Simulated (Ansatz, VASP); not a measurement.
# One calculation of KCl, two programs

INCAR

```
PREC = Accurate ; ENCUT = 520
EDIFF = 1E-6 ; ISMEAR = -1
SIGMA = 0.02 ; LREAL = False
LASPH = True ; NELM = 100
ALGO = Normal ; ISIF = 2
LWAVE = False ; LCHARG = False
GGA = PE ; NBANDS = 15
```

The input KPOINTS:

```
Automatic mesh
0
Gamma
  6 6 6
```

The input POSCAR:

```
KCl
1.0
    0.2448844331      3.5810118614      3.5810118614
    3.5810118614      0.2448844331      3.5810118614
    3.5810118614      3.5810118614      0.2448844331
K Cl
1 1
Direct
    0.0073776539      0.0073776539      0.0073776539
    0.2426223461      0.2426223461      0.2426223461
```

Input for Ansatz:

```yaml
crystal:
  lattice:
    - [0.2448844331, 3.5810118614, 3.5810118614]
    - [3.5810118614, 0.2448844331, 3.5810118614]
    - [3.5810118614, 3.5810118614, 0.2448844331]
  atoms:
    - { symbol: K, position: [0.0073776539, 0.0073776539, 0.0073776539] }
    - { symbol: Cl, position: [0.2426223461, 0.2426223461, 0.2426223461] }
kpoints:
  mp_grid: { grid: [6, 6, 6] }
  band_path:
    path:
      - [0.0, 0.0, 0.0]
      - [-0.5, -0.5, 0.0]
      - [-0.375, -0.375, 0.25]
      - [-0.375, 0.0, 0.375]
      - [0.0, 0.0, 0.5]
      - [-0.5, -0.25, 0.25]
      - [0.5, 0.5, 0.5]
    npoints: 1
hamiltonian:
  xc: pbe
scf:
  occupations: { method: fermi_dirac, width: 0.02 }
  n_extra_bands: 4
output:
  forces: true
  stress: true
  eigenvalues: true
  write_density: true
  write_potential: true
  elf: true
  volumetric_format: npy
```

Change from the starting cell: epitaxial_111 strain -4.9%.

Alike in both runs: task single point; functional PBE; k mesh 6 × 6 × 6; occupations fermi-dirac, width 0.02 eV; no spin polarisation.

|  | VASP | Ansatz |
| --- | --- | --- |
| version | VASP 6.6.1 | Ansatz 0.2.0 |
| potentials or method | VASP PAW PBE potentials, release 64 (K_sv, Cl) | plane waves, PAW |
| plane-wave cutoff (eV) | 520 | 420 |
| valence electrons in the cell | 16 | 16 |

```tsv
	VASP	Ansatz	Ansatz less VASP
gap on the k mesh at the Fermi level (eV)	4.75	4.75	+0.001
pressure (GPa)	0.8	0.7	-0.02
traceless stress, the component that is largest in VASP (GPa)	-0.23	-0.23	-0.003
```
